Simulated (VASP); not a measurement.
# ScCd2Si4P8 (a cell with a defect) in VASP: further runs, part 2 of 2

VASP 6.6.1. Earlier steps stand in the parts before.

## (3) Single point, PBEsol

The input, INCAR:

```
ALGO = Normal
EDIFF = 1E-6
ENCUT = 520
GGA = PS
ISIF = 2
ISMEAR = 0
LASPH = T
LCHARG = F
LREAL = Auto
LWAVE = F
NBANDS = 58
NELECT = 90.0
NELM = 60
PREC = Accurate
SIGMA = 0.05
```

The input, KPOINTS:

```
Automatic mesh
0
Gamma
  2 2 2
  0.5 0.5 0.5
```

The input, POSCAR:

```
ScCd2Si4P8
1.0
    5.6447280000     -0.0000310000     -0.0000140000
   -0.0000310000      5.6447280000     -0.0000140000
   -0.0000250000     -0.0000250000     10.5006290000
Cd Si P Sc
2 4 8 1
Direct
    0.9998780000      0.0069060000      0.0003020000
    0.5018550000      0.0244230000      0.7654670000
    0.9992900000      0.9939580000      0.5063860000
    0.5247470000      0.9953130000      0.2560990000
    0.4793180000      0.4708670000      0.9981740000
    0.0076010000      0.5070280000      0.7555150000
    0.2904370000      0.2575060000      0.1315630000
    0.1941430000      0.2524760000      0.6252970000
    0.7017040000      0.7533810000      0.1220630000
    0.7307490000      0.2074020000      0.3743370000
    0.2655910000      0.7934140000      0.3726310000
    0.2243920000      0.7333260000      0.8714830000
    0.7809240000      0.7476230000      0.6218590000
    0.7410960000      0.2975200000      0.8718570000
    0.4867130000      0.4939620000      0.5060380000
```

Potentials or basis: VASP PAW PBE potentials, release 64 (Cd, Si, P, Sc_sv).

Launch:

```
$ cat potpaw_PBE.64/Cd/POTCAR potpaw_PBE.64/Si/POTCAR potpaw_PBE.64/P/POTCAR potpaw_PBE.64/Sc_sv/POTCAR > POTCAR
$ mpirun -np 1 vasp_std > vasp.out
```

OUTCAR:

```text
EDIFF = 1E-6
   ENCUT = 520
   GGA = PS
   ISIF = 2
   ISMEAR = 0
   LASPH = T
   LREAL = Auto
   NELECT = 90.0
   NELM = 60
   PREC = Accurate

 ion  position               nearest neighbor table
   1  1.000  0.007  0.000-  12 2.41   9 2.55   7 2.57  14 2.58   2 3.74   2 3.76
   2  0.502  0.024  0.765-  14 2.33  12 2.53   8 2.62  13 2.68   1 3.74   1 3.76
   3  0.999  0.994  0.506-   8 2.21  13 2.22  11 2.35  10 2.38
   4  0.525  0.995  0.256-  10 2.08   9 2.20  11 2.22   7 2.38
   5  0.479  0.471  0.998-   7 2.13  14 2.21   9 2.41  12 2.46
   6  0.008  0.507  0.756-  12 2.15   8 2.25  14 2.27  13 2.33
   7  0.290  0.258  0.132-   5 2.13   4 2.38   1 2.57
   8  0.194  0.252  0.625-   3 2.21   6 2.25  15 2.48   2 2.62
   9  0.702  0.753  0.122-   4 2.20   5 2.41   1 2.55
  10  0.731  0.207  0.374-   4 2.08   3 2.38  15 2.54
  11  0.266  0.793  0.373-   4 2.22   3 2.35  15 2.53
  12  0.224  0.733  0.871-   6 2.15   1 2.41   5 2.46   2 2.53
  13  0.781  0.748  0.622-   3 2.22   6 2.33  15 2.51   2 2.68
  14  0.741  0.298  0.872-   5 2.21   6 2.27   2 2.33   1 2.58
  15  0.487  0.494  0.506-   8 2.48  13 2.51  11 2.53  10 2.54

  LATTYP: Found a base centered orthorhombic cell.
 ALAT       =     7.9828070529
 B/A-ratio  =     1.0000109838
 C/A-ratio  =     1.3154055873

  Lattice vectors:

 A1 = (  -5.6447280000,   0.0000310000,   0.0000140000)
 A2 = (   0.0000310000,  -5.6447280000,   0.0000140000)
 A3 = (  -0.0000250000,  -0.0000250000,  10.5006290000)

Analysis of symmetry for initial positions (statically):
=====================================================================
 Subroutine PRICEL returns:
 Original cell was already a primitive cell.

 Routine SETGRP: Setting up the symmetry group for a
 base centered orthorhombic supercell.

 Subroutine GETGRP returns: Found  1 space group operations
 (whereof  1 operations were pure point group operations)
 out of a pool of  8 trial point group operations.
[... 155 lines left out ...]
 maximum number of plane-waves:      9016
 NGX is ok and might be reduce to    42
   NGX = 21   NGY = 21   NGZ = 39

 number of electron      90.0000000 magnetization

 Free energy of the ion-electron system (eV)
  ---------------------------------------------------
  ext. energy  EPLUGINS =         0.00000000
  ---------------------------------------------------
  free energy    TOTEN  =       -82.60861359 eV

  energy without entropy =      -82.58974384  energy(sigma->0) =      -82.59917871

 E-fermi :   3.5756     XC(G=0):  -9.3357

 val. band max:        3.5526076086   @ k =   0.2500  -0.2500   0.2500
 cond. band min:       3.5955243458   @ k =  -0.2500   0.2500   0.2500
 fundamental gap:      0.0429167372
 Fermi energy:         3.5755891774

 k-point     1 :       0.2500    0.2500    0.2500
  band No.  band energies     occupation
      1     -45.4354      2.00000
      2     -24.2630      2.00000
      3     -24.1731      2.00000
      4     -24.1362      2.00000
      5      -8.5544      2.00000
      6      -8.1313      2.00000
[... 229 lines left out ...]
     56       7.1200      0.00000
     57       7.3494      0.00000
 [bands above 57 left out]

------------------------ aborting loop because EDIFF is reached ----------------------------------------

  FORCE on cell =-STRESS in cart. coord.  units (eV):
  Direction    XX          YY          ZZ          XY          YZ          ZX
  --------------------------------------------------------------------------------------
  -------------------------------------------------------------------------------------
  Total       -5.9440873     -6.6823878     -7.2714716      7.0300463      3.8476828     -1.6453824
  in kB      -28.4639004    -31.9993315    -34.8202223     33.6641316     18.4250422     -7.8790902
  external PRESSURE =     -31.7611514 kB  Pullay stress =       0.0000000 kB

 VOLUME and BASIS-vectors are now :
 -----------------------------------------------------------------------------
  energy-cutoff  :      520.00
  volume of cell :      334.58
      direct lattice vectors                 reciprocal lattice vectors
     5.644728000 -0.000031000 -0.000014000     0.177156455  0.000000973  0.000000422
    -0.000031000  5.644728000 -0.000014000     0.000000973  0.177156455  0.000000422
    -0.000025000 -0.000025000 10.500629000     0.000000236  0.000000236  0.095232390

 POSITION                                       TOTAL-FORCE (eV/Angst)
 -----------------------------------------------------------------------------------
      5.64404      0.03895      0.00316        -0.514233      0.546966      0.727230
      2.83282      0.13783      8.03788        -0.611808     -1.178784     -1.295250
      5.64068      5.61058      5.31734        -0.312490      0.030228     -1.328041
      2.96202      5.61825      2.68918        -1.711866     -0.493215     -1.572525
      2.70558      2.65788     10.48144         0.428729      2.383346     -0.049513
      0.04287      2.86202      7.93338        -1.486229     -0.074999     -1.106430
      1.63943      1.45354      1.38149        -0.500237     -1.206933      0.910878
      1.09586      1.42514      6.56601         0.029298     -0.174622      0.637296
      3.96090      4.25261      1.28172        -0.094574     -0.426469     -0.540666
      4.12486      1.17070      3.93076         2.051105      0.844441      1.561805
      1.49916      4.47859      3.91285        -1.010076      0.060855      0.475598
      1.26659      4.13940      9.15111         1.853196     -0.912161      0.731377
      4.40806      4.22009      6.52989         0.379735      0.010158      0.826655
      4.18325      1.67937      9.15503         1.313474      0.491815      0.635562
      2.74733      2.78825      5.31370         0.185977      0.099374     -0.613976
 -----------------------------------------------------------------------------------
    total drift:                                0.000757     -0.001893     -0.011043

  FREE ENERGIE OF THE ION-ELECTRON SYSTEM (eV)
  ---------------------------------------------------
  free  energy   TOTEN  =       -82.6086135889 eV

  energy  without entropy=      -82.5897438410  energy(sigma->0) =      -82.59917871
```

stdout:

```text
POSCAR found type information on POSCAR CdSiP Sc
 POSCAR found :  4 types and      15 ions
 scaLAPACK will be used
 -----------------------------------------------------------------------------
|                                                                             |
|                                                                             |
|     You enforced a specific xc type in the INCAR file but a different       |
|     I HOPE YOU KNOW WHAT YOU ARE DOING!                                     |
|                                                                             |
 -----------------------------------------------------------------------------

 LDA part: xc-table for (Slater+PW92), standard interpolation
 POSCAR, INCAR and KPOINTS ok, starting setup
 FFT: planning ... GRIDC
 FFT: planning ... GRID_SOFT
 FFT: planning ... GRID
 WAVECAR not read
 entering main loop
 the old and the new charge density differ
 old charge density:    91.00000 new   90.00000
    0.178E+01
```

Wall time 4.9 min (1 thread of AMD EPYC 7R13, shared host); peak memory 0.35 GiB.

What came out:

| Item | Value |
| --- | --- |
| Free energy | -82.6086 eV |
| Largest force | 2.713 eV/Å |

Forces on the atoms (eV/Å):
```
Cd  -0.514  0.547  0.727
Cd  -0.612 -1.179 -1.295
Si  -0.312  0.030 -1.328
Si  -1.712 -0.493 -1.573
Si   0.429  2.383 -0.050
Si  -1.486 -0.075 -1.106
P   -0.500 -1.207  0.911
P    0.029 -0.175  0.637
P   -0.095 -0.426 -0.541
P    2.051  0.844  1.562
P   -1.010  0.061  0.476
P    1.853 -0.912  0.731
P    0.380  0.010  0.827
P    1.313  0.492  0.636
Sc   0.186  0.099 -0.614
```

Caveat: the k points lie up to 0.56 Å⁻¹ apart; the cell carries a net charge on a neutralising background, which shifts energy and pressure; the cell is charged against a uniform background, so pressure and absolute levels hang on convention; the PAW data sets were made with another functional, which shifts forces and pressure a little.

## (4) Single point, revPBE+D3(BJ)

The input, INCAR:

```
SYSTEM = ScCd2Si4P8
PREC     = Accurate       ! precision mode
ENCUT    = 520            ! plane-wave cutoff, eV
EDIFF    = 1E-6           ! SCF threshold, eV
ISMEAR   = -1             ! smearing method
SIGMA    = 0.05           ! smearing width, eV
LREAL    = Auto         
LASPH    = .TRUE.         ! aspherical terms in the spheres
NELM     = 80             ! most SCF steps
ALGO     = Normal         ! electronic algorithm
ISIF     = 2              ! what is computed and relaxed
LWAVE    = .FALSE.        ! write WAVECAR
LCHARG   = .TRUE.         ! write CHGCAR
GGA      = RE             ! functional
IVDW     = 12             ! dispersion correction
LELF     = .TRUE.         ! ELF
LVHAR    = .TRUE.       
NELECT   = 90.0         
NBANDS   = 58             ! bands
```

KPOINTS is that of step 3.

POSCAR is that of step 3.

Launch:

```
$ cat potpaw_PBE.64/Cd/POTCAR potpaw_PBE.64/Si/POTCAR potpaw_PBE.64/P/POTCAR potpaw_PBE.64/Sc_sv/POTCAR > POTCAR
$ mpirun -np 1 vasp_std > vasp.out
```

Wall time 4.6 min (1 thread of AMD EPYC 7R13, shared host); peak memory 0.35 GiB.

Results (log left out):

| Item | Value |
| --- | --- |
| Free energy | -83.0438 eV |
| Largest force | 2.795 eV/Å |
| Dispersion energy per atom | -0.633 eV |

Forces on the atoms (eV/Å):
```
Cd  -0.524  0.578  0.790
Cd  -0.612 -1.260 -1.340
Si  -0.304  0.032 -1.370
Si  -1.758 -0.495 -1.565
Si   0.439  2.474 -0.057
Si  -1.511 -0.061 -1.098
P   -0.477 -1.099  0.995
P   -0.109 -0.170  0.656
P   -0.146 -0.590 -0.486
P    2.201  0.826  1.513
P   -1.124  0.088  0.438
P    1.893 -1.203  0.666
P    0.503  0.007  0.852
P    1.345  0.756  0.633
Sc   0.183  0.119 -0.629
```

Levels at points of the mesh, in eV from the Fermi level:
```tsv
k point	band 43	band 44	band 45	band 46	band 47	band 48
(0.25, 0.25, 0.25)	-0.67	-0.58	-0.08	0.13	1.49	1.92
```

Caveat: the k points lie up to 0.56 Å⁻¹ apart; the cell carries a net charge on a neutralising background, which shifts energy and pressure; the cell is charged against a uniform background, so pressure and absolute levels hang on convention; three body term missing; the PAW data sets were made with another functional, which shifts forces and pressure a little.
